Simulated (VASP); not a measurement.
The system is Mo.

```
CELL_PARAMETERS angstrom
-1.57642 1.57642 1.57642
1.57642 -1.57642 1.57642
1.57642 1.57642 -1.57642
ATOMIC_POSITIONS crystal
Mo 0.00000 0.00000 0.00000
```

Base run:

* Program: VASP 6.6.1
* Functional: r2SCAN
* Potentials or basis: VASP PAW PBE potentials, release 64 (Mo_sv)
* Cutoff: 520 eV
* k mesh: 14 × 14 × 14
* Occupations: fermi-dirac, width 0.6 eV
* Spin: no spin polarisation

Its results: band gap on the k mesh zero (bands 7 and 8 overlap by 5.56 eV); pressure 5.8 GPa.

Question: The run is repeated on the same cell with these changes: occupations from fermi-dirac, width 0.6 eV to gaussian, width 0.3 eV. What comes out?

Answer: Band gap on the k mesh zero (bands 7 and 8 overlap by 5.54 eV); pressure 1.0 GPa.

Caveats: so wide a smearing shifts energies and pressures; the PAW data sets were made with another functional, which shifts forces and pressure a little; the cell stands under pressure (at least some runs).
